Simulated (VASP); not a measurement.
# BN (Pnma) in VASP: notebook

Runs on BN. Level: LDA. Tasks: single point.

Program: VASP 6.6.1. These are calculated values, not measurements. Logs are shortened: lines on timing, memory, paths and dates and some standing lists are left out, and cuts for length are marked.

## (1) The cell of the first run

Symmetry: Pnma, No. 62, orthorhombic system. Conventional cell: a = 4.880 Å, b = 2.591 Å, c = 4.292 Å, α = 90.00°, β = 90.00°, γ = 90.00°. B (site symmetry m) has 4 N at 1.51 to 1.65 Å within 2.0 Å. N (site symmetry m) has 4 B at 1.51 to 1.65 Å within 2.0 Å.

## (2) Single point, LDA

The input, INCAR:

```
SYSTEM = BN
PREC = Accurate
ENCUT = 520
EDIFF = 1E-6
ISMEAR = 0
SIGMA = 0.01
LREAL = .False.
LASPH = .True.
NELM = 60
ALGO = Normal
ISIF = 2
LWAVE = .False.
LCHARG = .True.
GGA = CA
LELF = .True.
LVHAR = .True.
NBANDS = 26
```

The input, KPOINTS:

```
Automatic mesh
0
Gamma
  2 4 3
  0 0 0
```

The input, POSCAR:

```
BN
1.0
    4.8800890000      0.0000000000      0.0000000000
    0.0000000000      2.5914640000      0.0000000000
    0.0000000000      0.0000000000      4.2920490000
B N
4 4
Direct
    0.6595870000      0.7500000000      0.0929040000
    0.8404130000      0.2500000000      0.5929040000
    0.1595870000      0.7500000000      0.4070960000
    0.3404130000      0.2500000000      0.9070960000
    0.8211300000      0.7500000000      0.3935140000
    0.1788700000      0.2500000000      0.6064860000
    0.6788700000      0.2500000000      0.8935140000
    0.3211300000      0.7500000000      0.1064860000
```

Potentials or basis: VASP PAW LDA potentials, release 64 (B, N).

The run is started by

```console
$ cat potpaw_LDA.64/B/POTCAR potpaw_LDA.64/N/POTCAR > POTCAR
$ mpirun -np 1 vasp_std > vasp.out
```

OUTCAR:

```text
SYSTEM = BN
   PREC = Accurate
   ENCUT = 520
   EDIFF = 1E-6
   ISMEAR = 0
   LREAL = .False.
   LASPH = .True.
   NELM = 60
   ISIF = 2
   GGA = CA

 ion  position               nearest neighbor table
   1  0.660  0.750  0.093-   5 1.51   7 1.56   7 1.56   8 1.65
   2  0.840  0.250  0.593-   7 1.51   5 1.56   5 1.56   6 1.65
   3  0.160  0.750  0.407-   8 1.51   6 1.56   6 1.56   5 1.65
   4  0.340  0.250  0.907-   6 1.51   8 1.56   8 1.56   7 1.65
   5  0.821  0.750  0.394-   1 1.51   2 1.56   2 1.56   3 1.65
   6  0.179  0.250  0.606-   4 1.51   3 1.56   3 1.56   2 1.65
   7  0.679  0.250  0.894-   2 1.51   1 1.56   1 1.56   4 1.65
   8  0.321  0.750  0.106-   3 1.51   4 1.56   4 1.56   1 1.65

  LATTYP: Found a simple orthorhombic cell.
 ALAT       =     2.5914640000
 B/A-ratio  =     1.6562255929
 C/A-ratio  =     1.8831398005

  Lattice vectors:

 A1 = (   0.0000000000,   2.5914640000,   0.0000000000)
 A2 = (   0.0000000000,   0.0000000000,   4.2920490000)
 A3 = (   4.8800890000,   0.0000000000,   0.0000000000)

Analysis of symmetry for initial positions (statically):
=====================================================================
 Subroutine PRICEL returns:
 Original cell was already a primitive cell.

 Routine SETGRP: Setting up the symmetry group for a
 simple orthorhombic supercell.

 Subroutine GETGRP returns: Found  8 space group operations
 (whereof  2 operations were pure point group operations)
 out of a pool of  8 trial point group operations.

The static configuration has the point symmetry S_2 .
 The point group associated with its full space group is D_2h.

Analysis of symmetry for dynamics (positions and initial velocities):
=====================================================================
 Subroutine PRICEL returns:
 Original cell was already a primitive cell.

 Routine SETGRP: Setting up the symmetry group for a
 simple orthorhombic supercell.

 Subroutine GETGRP returns: Found  8 space group operations
 (whereof  2 operations were pure point group operations)
 out of a pool of  8 trial point group operations.

The dynamic configuration has the point symmetry S_2 .
 The point group associated with its full space group is D_2h.

 Subroutine INISYM returns: Found  8 space group operations
 (whereof  2 operations are pure point group operations),
 and found     1 'primitive' translations

----------------------------------------------------------------------------------------

                                     Primitive cell

  volume of cell :      54.2797

  direct lattice vectors                    reciprocal lattice vectors
     4.880089000  0.000000000  0.000000000     0.204914296  0.000000000  0.000000000
     0.000000000  2.591464000  0.000000000     0.000000000  0.385882266  0.000000000
     0.000000000  0.000000000  4.292049000     0.000000000  0.000000000  0.232988952

  length of vectors
     4.880089000  2.591464000  4.292049000     0.204914296  0.385882266  0.232988952

  position of ions in fractional coordinates (direct lattice)
     0.659587000  0.750000000  0.092904000
     0.840413000  0.250000000  0.592904000
     0.159587000  0.750000000  0.407096000
     0.340413000  0.250000000  0.907096000
     0.821130000  0.750000000  0.393514000
     0.178870000  0.250000000  0.606486000
     0.678870000  0.250000000  0.893514000
     0.321130000  0.750000000  0.106486000

  ion indices of the primitive-cell ions
   primitive index   ion index
                 1           1
                 2           2
                 3           3
                 4           4
                 5           5
                 6           6
                 7           7
                 8           8

----------------------------------------------------------------------------------------

 KPOINTS: Automatic mesh

Automatic generation of k-mesh.
 Grid dimensions read from file:
 generate k-points for:    2    4    3

 Generating k-lattice:

  Cartesian coordinates                     Fractional coordinates (reciprocal lattice)
     0.102457148  0.000000000  0.000000000     0.500000000  0.000000000  0.000000000
     0.000000000  0.096470566  0.000000000     0.000000000  0.250000000  0.000000000
     0.000000000  0.000000000  0.077662984     0.000000000  0.000000000  0.333333333

  Length of vectors
     0.102457148  0.096470566  0.077662984

  Shift w.r.t. Gamma in fractional coordinates (k-lattice)
     0.000000000  0.000000000  0.000000000

 Subroutine IBZKPT returns following result:
 ===========================================

 Found     12 irreducible k-points:

 Following reciprocal coordinates:
            Coordinates               Weight
  0.000000  0.000000  0.000000      1.000000
  0.500000  0.000000  0.000000      1.000000
  0.000000  0.250000  0.000000      2.000000
  0.500000  0.250000  0.000000      2.000000
  0.000000  0.500000  0.000000      1.000000
  0.500000  0.500000  0.000000      1.000000
  0.000000  0.000000  0.333333      2.000000
  0.500000  0.000000  0.333333      2.000000
  0.000000  0.250000  0.333333      4.000000
  0.500000  0.250000  0.333333      4.000000
  0.000000  0.500000  0.333333      2.000000
  0.500000  0.500000  0.333333      2.000000
   k-points           NKPTS =     12   k-points in BZ     NKDIM =     12   number of bands    NBANDS=     26
   number of dos      NEDOS =    301   number of ions     NIONS =      8
   total plane-waves  NPLWV =  23040
   dimension x,y,z NGX =    36 NGY =   20 NGZ =   32
   dimension x,y,z NGXF=    72 NGYF=   40 NGZF=   64
   ions per type =               4   4
   NGX,Y,Z   is equivalent  to a cutoff of  12.26, 12.83, 12.39 a.u.
   NGXF,Y,Z  is equivalent  to a cutoff of  24.53, 25.66, 24.79 a.u.
 SYSTEM =  BN
   PREC   = accura    normal or accurate (medium, high low for compatibility)
   ISTART =      0    job   : 0-new  1-cont  2-samecut
   ICHARG =      2    charge: 1-file 2-atom 10-const
   ISPIN  =      1    spin polarized calculation?
   LNONCOLLINEAR =      F non collinear calculations
   LSORBIT =      F    spin-orbit coupling
   LASPH  =      T    aspherical Exc in radial PAW
   ENCUT  =  520.0 eV  38.22 Ry    6.18 a.u.   9.07  4.82  7.98*2*pi/ulx,y,z
   NELM   =     60;   NELMIN=  2; NELMDL= -5     # of ELM steps
   EDIFF  = 0.1E-05   stopping-criterion for ELM
   LREAL  =      F    real-space projection
   EDIFFG = 0.1E-04   stopping-criterion for IOM
   NSW    =      0    number of steps for IOM
   IBRION =     -1    ionic relax: 0-MD 1-quasi-New 2-CG
   NFREE  =      0    steps in history (QN), initial steepest desc. (CG)
   ISIF   =      2    stress and relaxation
   ISYM   =      2    0-nonsym 1-usesym 2-fastsym
   POTIM  = 0.5000    time-step for ionic-motion
   TEBEG  =    0.0;   TEEND  =   0.0 temperature during run
   PSTRESS=    0.0 pullay stress
   NELECT =      32.0000    total number of electrons
   NUPDOWN=      -1.0000    fix difference up-down
   EMIN   =  10.00;   EMAX   =-10.00  energy-range for DOS
   EFERMI =   0.00;   METHOD = LEGACY
   ISMEAR =     0;   SIGMA  =   0.01  broadening in eV -4-tet -1-fermi 0-gaus
   EFERMI_NEDOS =   21; number of points for ismear=-14 and -15
   IALGO  =     38    algorithm
   IMIX   =      4    mixing-type and parameters
     AMIX     =   0.40;   BMIX     =  1.00
     AMIX_MAG =   1.60;   BMIX_MAG =  1.00
  volume/ion in A,a.u.               =       6.78        45.79
  Fermi-wavevector in a.u.,A,eV,Ry     =   1.372711  2.594047 25.637923  1.884334
  Thomas-Fermi vector in A             =   2.498293
   LORBIT       =      0    0 simple, 1 ext, 2 COOP (PROOUT), +10 PAW based schemes
   GGA     = CA    functional components
   LHFCALC =     F    Hartree Fock is set to
   AEXX    =    0.0000 exact exchange contribution
   IVDW    =     0    specifies the selected vdW correction
   LEPSILON=     F    determine dielectric tensor
   LRPA    =     F    only Hartree local field effects (RPA)
 non-spin polarized calculation
 Gauss-broadening in eV      SIGMA  =   0.01
  energy-cutoff  :      520.00
  volume of cell :       54.28
 maximum number of plane-waves:      1480
   NGX = 19   NGY =  9   NGZ = 15

 number of electron      32.0000002 magnetization

 Free energy of the ion-electron system (eV)
  ---------------------------------------------------
  ext. energy  EPLUGINS =         0.00000000
  ---------------------------------------------------
  free energy    TOTEN  =       -75.66908558 eV

  energy without entropy =      -75.66908558  energy(sigma->0) =      -75.66908558

 E-fermi :   5.5975     XC(G=0): -12.1717

 val. band max:        5.5503706894   @ k =   0.0000   0.0000   0.0000
 cond. band min:      11.1927807033   @ k =   0.5000   0.0000   0.3333
 fundamental gap:      5.6424100139
 Fermi energy:         5.5974548037

 k-point     1 :       0.0000    0.0000    0.0000
  band No.  band energies     occupation
      1     -13.8886      2.00000
      2     -11.3019      2.00000
      3     -10.2573      2.00000
      4      -8.4949      2.00000
      5      -3.1954      2.00000
      6      -2.5706      2.00000
[... 18 lines left out ...]
     25      17.0908      0.00000
     26      17.7211      0.00000

 k-point     2 :       0.5000    0.0000    0.0000
  band No.  band energies     occupation
      1     -13.0049      2.00000
      2     -13.0049      2.00000
      3      -8.9189      2.00000
      4      -8.9189      2.00000
      5      -3.7043      2.00000
      6      -3.7043      2.00000
[... 18 lines left out ...]
     25      16.9749      0.00000
[... 260 lines left out ...]
     25      18.0595      0.00000
     26      18.0641      0.00000

 k-point    12 :       0.5000    0.5000    0.3333
  band No.  band energies     occupation
      1      -9.6764      2.00000
      2      -9.6764      2.00000
      3      -9.6764      2.00000
      4      -9.6764      2.00000
      5      -3.4471      2.00000
      6      -3.4471      2.00000
[... 18 lines left out ...]
     25      19.1479      0.00000
     26      19.1479      0.00000

------------------------ aborting loop because EDIFF is reached ----------------------------------------

  FORCE on cell =-STRESS in cart. coord.  units (eV):
  Direction    XX          YY          ZZ          XY          YZ          ZX
  --------------------------------------------------------------------------------------
  -------------------------------------------------------------------------------------
  Total       -3.6892252     -3.6372390     -3.8598993      0.0000000      0.0000000      0.0000000
  in kB     -108.8950544   -107.3605746   -113.9328509      0.0000000      0.0000000      0.0000000
  external PRESSURE =    -110.0628266 kB  Pullay stress =       0.0000000 kB

 VOLUME and BASIS-vectors are now :
 -----------------------------------------------------------------------------
  energy-cutoff  :      520.00
  volume of cell :       54.28
      direct lattice vectors                 reciprocal lattice vectors
     4.880089000  0.000000000  0.000000000     0.204914296  0.000000000  0.000000000
     0.000000000  2.591464000  0.000000000     0.000000000  0.385882266  0.000000000
     0.000000000  0.000000000  4.292049000     0.000000000  0.000000000  0.232988952

 POSITION                                       TOTAL-FORCE (eV/Angst)
 -----------------------------------------------------------------------------------
      3.21884      1.94360      0.39875         0.040174      0.000000     -0.039574
      4.10129      0.64787      2.54477        -0.040174      0.000000     -0.039574
      0.77880      1.94360      1.74728         0.040174     -0.000000      0.039574
      1.66125      0.64787      3.89330        -0.040174      0.000000      0.039574
      4.00719      1.94360      1.68898         0.116377      0.000000      0.021963
      0.87290      0.64787      2.60307        -0.116377     -0.000000     -0.021963
      3.31295      0.64787      3.83501        -0.116377      0.000000      0.021963
      1.56714      1.94360      0.45704         0.116377      0.000000     -0.021963
 -----------------------------------------------------------------------------------
    total drift:                                0.000000      0.000000     -0.000000

  FREE ENERGIE OF THE ION-ELECTRON SYSTEM (eV)
  ---------------------------------------------------
  free  energy   TOTEN  =       -75.6690855838 eV

  energy  without entropy=      -75.6690855838  energy(sigma->0) =      -75.66908558
```

It took 24 s on 1 thread of AMD EPYC 7R43 (Zen 3), shared host; peak memory 0.1 GiB.

What came out:

* Free energy: -75.6691 eV
* Pressure: -11.0 GPa
* Largest force: 0.118 eV/Å
* Band gap on the k mesh: 5.64 eV (least direct gap 6.46 eV)

Forces in eV/Å, atoms in the order of the input:
```
B    0.040  0.000 -0.040
B   -0.040  0.000 -0.040
B    0.040  0.000  0.040
B   -0.040  0.000  0.040
N    0.116  0.000  0.022
N   -0.116  0.000 -0.022
N   -0.116  0.000  0.022
N    0.116  0.000 -0.022
```

Levels at points of the mesh, in eV from the valence-band top:
```tsv
k point	band 12	band 13	band 14	band 15	band 16	band 17	band 18	band 19	band 20	band 21
(0.00, 0.00, 0.00)	-2.43	-0.96	-0.32	-0.19	0.00	6.46	7.09	7.99	8.10	8.83
(0.50, 0.00, 0.00)	-2.84	-1.17	-1.17	-0.74	-0.74	5.87	5.87	8.20	8.20	9.27
(0.00, 0.50, 0.00)	-4.81	-4.25	-4.25	-2.15	-2.15	6.09	6.09	8.32	8.32	10.98
(0.50, 0.50, 0.00)	-5.52	-2.77	-2.77	-2.77	-2.77	7.16	7.16	7.16	7.16	11.17
```

Caveat: the k points lie up to 0.64 Å⁻¹ apart; an odd mesh through Γ misses points on the zone boundary, where band edges can lie.

## (3) Single point, LDA

The input, INCAR:

```
PREC = Accurate ; ENCUT = 520
EDIFF = 1E-7 ; ISMEAR = 0
SIGMA = 0.01 ; LREAL = False
LASPH = True ; NELM = 60
ALGO = Normal ; ISIF = 2
LWAVE = False ; LCHARG = False
NBANDS = 26
```

The input, KPOINTS:

```
regular mesh
0
Gamma
  5 9 5
```

POSCAR is that of step 2.

Potentials or basis: VASP PAW LDA potentials, release 64 (B, N).

The run is started by

```console
$ cat potpaw_LDA.64/B/POTCAR potpaw_LDA.64/N/POTCAR > POTCAR
$ mpirun -np 1 vasp_std > vasp.out
```

OUTCAR:

```text
PREC = Accurate
   ENCUT = 520
   EDIFF = 1E-7
   ISMEAR = 0
   LREAL = False
   LASPH = True
   NELM = 60
   ISIF = 2

 ion  position               nearest neighbor table
   1  0.660  0.750  0.093-   5 1.51   7 1.56   7 1.56   8 1.65
   2  0.840  0.250  0.593-   7 1.51   5 1.56   5 1.56   6 1.65
   3  0.160  0.750  0.407-   8 1.51   6 1.56   6 1.56   5 1.65
   4  0.340  0.250  0.907-   6 1.51   8 1.56   8 1.56   7 1.65
   5  0.821  0.750  0.394-   1 1.51   2 1.56   2 1.56   3 1.65
   6  0.179  0.250  0.606-   4 1.51   3 1.56   3 1.56   2 1.65
   7  0.679  0.250  0.894-   2 1.51   1 1.56   1 1.56   4 1.65
   8  0.321  0.750  0.106-   3 1.51   4 1.56   4 1.56   1 1.65

  LATTYP: Found a simple orthorhombic cell.
 ALAT       =     2.5914640000
 B/A-ratio  =     1.6562255929
 C/A-ratio  =     1.8831398005

  Lattice vectors:

 A1 = (   0.0000000000,   2.5914640000,   0.0000000000)
 A2 = (   0.0000000000,   0.0000000000,   4.2920490000)
 A3 = (   4.8800890000,   0.0000000000,   0.0000000000)

[... 184 lines left out ...]
  free energy    TOTEN  =       -75.69077351 eV

  energy without entropy =      -75.69077351  energy(sigma->0) =      -75.69077351

 E-fermi :   5.6604     XC(G=0): -12.1714

 val. band max:        5.5491172070   @ k =   0.0000   0.0000   0.0000
 cond. band min:      11.0948786795   @ k =   0.4000   0.0000   0.4000
 fundamental gap:      5.5457614725
 Fermi energy:         5.6604122007

 k-point     1 :       0.0000    0.0000    0.0000
  band No.  band energies     occupation
      1     -13.8889      2.00000
      2     -11.3023      2.00000
      3     -10.2576      2.00000
      4      -8.4954      2.00000
      5      -3.1962      2.00000
      6      -2.5713      2.00000
[... 685 lines left out ...]
     25      17.9344      0.00000
     26      18.0769      0.00000

 [... further k-points ...]
[... 5 lines left out ...]
  --------------------------------------------------------------------------------------
  -------------------------------------------------------------------------------------
  Total       -3.4561799     -3.9361970     -3.7603800      0.0000000      0.0000000      0.0000000
  in kB     -102.0162443   -116.1849330   -110.9953351      0.0000000      0.0000000      0.0000000
  external PRESSURE =    -109.7321708 kB  Pullay stress =       0.0000000 kB

 VOLUME and BASIS-vectors are now :
 -----------------------------------------------------------------------------
  energy-cutoff  :      520.00
  volume of cell :       54.28
      direct lattice vectors                 reciprocal lattice vectors
     4.880089000  0.000000000  0.000000000     0.204914296  0.000000000  0.000000000
     0.000000000  2.591464000  0.000000000     0.000000000  0.385882266  0.000000000
     0.000000000  0.000000000  4.292049000     0.000000000  0.000000000  0.232988952

 POSITION                                       TOTAL-FORCE (eV/Angst)
 -----------------------------------------------------------------------------------
      3.21884      1.94360      0.39875         0.013701      0.000000     -0.005487
      4.10129      0.64787      2.54477        -0.013701      0.000000     -0.005487
      0.77880      1.94360      1.74728         0.013701     -0.000000      0.005487
      1.66125      0.64787      3.89330        -0.013701     -0.000000      0.005487
      4.00719      1.94360      1.68898         0.105394      0.000000     -0.009350
      0.87290      0.64787      2.60307        -0.105394     -0.000000      0.009350
      3.31295      0.64787      3.83501        -0.105394     -0.000000     -0.009350
      1.56714      1.94360      0.45704         0.105394      0.000000      0.009350
 -----------------------------------------------------------------------------------
    total drift:                                0.000000      0.000000     -0.000000

  FREE ENERGIE OF THE ION-ELECTRON SYSTEM (eV)
  ---------------------------------------------------
  free  energy   TOTEN  =       -75.6907735140 eV

  energy  without entropy=      -75.6907735140  energy(sigma->0) =      -75.69077351
```

stdout:

```text
POSCAR found type information on POSCAR B N
 POSCAR found :  2 types and       8 ions
 scaLAPACK will be used
 LDA part: xc-table for (Slater(with rela. corr.)+CA(PZ))
 , standard interpolation
 POSCAR, INCAR and KPOINTS ok, starting setup
 FFT: planning ... GRIDC
 FFT: planning ... GRID_SOFT
 FFT: planning ... GRID
 WAVECAR not read
 entering main loop
```

Run time: 66 s. Hardware: 1 thread of AMD EPYC 7R43 (Zen 3), shared host; peak memory 0.13 GiB.

Results:

```yaml
Free_energy: -75.6908 eV
Pressure: -11.0 GPa
Largest_force: 0.106 eV/Å
Band_gap_on_the_k_mesh: 5.55 eV (least direct gap 6.13 eV)
```

Forces in eV/Å, atoms in the order of the input:
```
B    0.014  0.000 -0.005
B   -0.014  0.000 -0.005
B    0.014  0.000  0.005
B   -0.014  0.000  0.005
N    0.105  0.000 -0.009
N   -0.105  0.000  0.009
N   -0.105  0.000 -0.009
N    0.105  0.000  0.009
```

Caveat: the cell stands under tension; an odd mesh through Γ misses points on the zone boundary, where band edges can lie.

## (4) Single point, LDA

The input, INCAR:

```
SYSTEM = BN
PREC = Accurate ; ENCUT = 520
EDIFF = 1E-6 ; ISMEAR = 0
SIGMA = 0.01 ; LREAL = .FALSE.
LASPH = .TRUE. ; NELM = 60
ALGO = Normal ; ISIF = 2
LWAVE = .FALSE. ; LCHARG = .FALSE.
NBANDS = 26
```

The input, KPOINTS:

```
Automatic mesh
0
G
  5 9 5
  0 0 0
```

POSCAR is that of step 3.

The run is started by

```console
$ cat potpaw_LDA.64/B/POTCAR potpaw_LDA.64/N/POTCAR > POTCAR
$ mpirun -np 1 vasp_std > vasp.out
```

Wall time 52 s (1 thread of AMD EPYC 7R43 (Zen 3), shared host); peak memory 0.13 GiB.

Results (log left out):

```yaml
Free_energy: -75.6908 eV
Pressure: -11.0 GPa
Largest_force: 0.106 eV/Å
Band_gap_on_the_k_mesh: 5.55 eV (least direct gap 6.13 eV)
```

Forces on the atoms (eV/Å):
```
B    0.014  0.000 -0.005
B   -0.014  0.000 -0.005
B    0.014  0.000  0.005
B   -0.014  0.000  0.005
N    0.105  0.000 -0.009
N   -0.105  0.000  0.009
N   -0.105  0.000 -0.009
N    0.105  0.000  0.009
```

Stress tensor (GPa, compression positive):
```
-10.20   0.00   0.00
  0.00 -11.62   0.00
  0.00   0.00 -11.10
```

Levels at points of the mesh, in eV from the valence-band top:
```tsv
k point	band 14	band 15	band 16	band 17	band 18	band 19
(0.00, 0.00, 0.00)	-0.32	-0.19	0.00	6.46	7.10	8.00
```

Caveat: the cell stands under tension; an odd mesh through Γ misses points on the zone boundary, where band edges can lie.
